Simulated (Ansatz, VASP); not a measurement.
One calculation of Au, two programs

```xyz
1
Lattice="0.0000 2.1069 2.0455 2.1069 0.0000 2.0455 2.1069 2.1069 0.0000" Properties=species:S:1:pos:R:3 pbc="T T T"
Au    0.0000    0.0000    0.0000
```

Change from the starting cell: strain +0.030 along x and y, +0.000 along z, atoms carried along.

Alike in both runs: task single point; functional PBEsol; k mesh 20 × 20 × 20; occupations gaussian, width 0.15 eV; no spin polarisation.

|  | VASP | Ansatz |
| --- | --- | --- |
| version | VASP 6.6.1 | Ansatz 0.2.0 |
| potentials or method | VASP PAW PBE potentials, release 64 (Au), cutoff 520 eV | scalar-relativistic, plane waves, PAW |
| valence electrons in the cell | 11 | 19 |

```tsv
	VASP	Ansatz	Ansatz less VASP
gap on the k mesh at the Fermi level (eV)	none	none	-
pressure (GPa)	-9.5	-9.3	+0.19
traceless stress, the component that is largest in VASP (GPa)	0.43	0.42	-0.005
```

VASP's potentials were made for PBE, not for PBEsol. A gap of «none» marks a metal or a gap that the smearing closes. With one functional, cell and mesh, what is left measures potentials, basis and numerics. VASP's potentials hold 11 valence electrons a cell and Ansatz's 19, so a difference there can come from the potentials and not from the codes.

Neither program's run includes spin-orbit coupling.
